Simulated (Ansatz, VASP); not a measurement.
**One calculation of O, two programs**

INCAR

```
SYSTEM = O
PREC = Accurate
ENCUT = 520
EDIFF = 1E-6
ISMEAR = 0
SIGMA = 0.15
LREAL = .FALSE.
LASPH = .TRUE.
NELM = 80
ALGO = Normal
ISIF = 2
LWAVE = .FALSE.
LCHARG = .FALSE.
NBANDS = 13
```

KPOINTS

```
Automatic mesh
0
G
  22 22 22
  0 0 0
```

POSCAR

```
O
1.0
    0.0000000000      1.5309818036      3.9308242473
    1.5210982014      0.0000000000      3.9308242473
    1.5210982014      1.5309818036      0.0000000000
O
2
Direct
    0.0808467867      0.0808467867      0.9191532133
    0.9191532133      0.9191532133      0.0808467867
```

Input for Ansatz:

```yaml
crystal:
  lattice:
    - [0.0, 1.5309818036, 3.9308242473]
    - [1.5210982014, 0.0, 3.9308242473]
    - [1.5210982014, 1.5309818036, 0.0]
  atoms:
    - { symbol: O, position: [0.0808467867, 0.0808467867, 0.9191532133] }
    - { symbol: O, position: [0.9191532133, 0.9191532133, 0.0808467867] }
basis:
  ecutwfc: 520.0
kpoints:
  mp_grid: { grid: [22, 22, 22] }
hamiltonian:
  xc: lda
scf:
  occupations: { method: gaussian, width: 0.15 }
output:
  forces: true
  stress: true
  eigenvalues: true
```

Change from the starting cell: volume 9.154 Å^3 an atom, stretch along c over the lengths across it, relative to the relaxed cell 1.1282.

Alike in both runs: task single point; functional LDA; k mesh 22 × 22 × 22; occupations gaussian, width 0.15 eV; no spin polarisation.

|  | VASP | Ansatz |
| --- | --- | --- |
| version | VASP 6.6.1 | Ansatz 0.2.0 |
| potentials or method | VASP PAW LDA potentials, release 64 (O), cutoff 520 eV | scalar-relativistic, plane waves, PAW |
| valence electrons in the cell | 12 | 12 |

VASP gave:

- gap on the k mesh at the Fermi level (eV): none
- pressure (GPa): -1.3
- traceless stress, the component that is largest in VASP (GPa): -40.37
- rms of the force components (eV/Å): 2.070

Problem. Which values does Ansatz return?

Solution. gap on the k mesh at the Fermi level (eV): none; pressure (GPa): -4.9; traceless stress, the component that is largest in VASP (GPa): -47.91; rms of the force components (eV/Å): 2.681.

LDA's correlation is that of Perdew and Zunger in VASP and of Perdew and Wang (1992) in Ansatz. Atom by atom the forces differ by 0.611 eV/Å (rms over components). A gap of «none» marks a metal or a gap that the smearing closes.

Noted on VASP's run: spin is off for a triplet molecule.
